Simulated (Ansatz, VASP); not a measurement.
## Two plane-wave programs on HC18F

```
C F H
1.0
     7.39800    0.00000    0.00000
    -3.69900    6.40686    0.00000
     0.00000    0.00000   13.00000
C F H
18 1 1
Direct
  0.98657 0.99308 0.07282
  0.20829 0.10252 0.07278
  0.98653 0.32695 0.07261
  0.20826 0.43587 0.07261
  0.98645 0.65994 0.07267
  0.20808 0.76905 0.07274
  0.31964 0.99312 0.07277
  0.54139 0.10248 0.07277
  0.31977 0.32664 0.07271
  0.54142 0.43576 0.07274
  0.31966 0.65995 0.07266
  0.54129 0.76900 0.07263
  0.65265 0.99308 0.07276
  0.87475 0.10247 0.07304
  0.65301 0.32664 0.07274
  0.87476 0.43589 0.07263
  0.65299 0.65985 0.07260
  0.87482 0.76892 0.07266
  0.86598 0.07284 0.31320
  0.86907 0.07623 0.24095
```

Alike in both runs: functional PBE; dispersion D3(BJ); k mesh 2 × 2 × 1; occupations gaussian, width 0.02 eV; no spin polarisation.

Ansatz relaxed the structure, and its values are those at the end. VASP's run is a single point on that final structure, the one shown.

|  | VASP | Ansatz |
| --- | --- | --- |
| version | VASP 6.6.1 | Ansatz 0.2.0 |
| potentials or method | VASP PAW PBE potentials, release 64 (C, F, H), cutoff 520 eV | scalar-relativistic, plane waves, PAW |
| valence electrons in the cell | 80 | 80 |

VASP gave:

| Item | Value |
| --- | --- |
| rms of the force components (eV/Å) | 0.052 |

Q: Which values does Ansatz return?

A: rms of the force components (eV/Å): 0.003.

Ansatz's warnings: xc potential rough in thin density.

The k mesh is coarse, so the values compare programs but aren't converged.
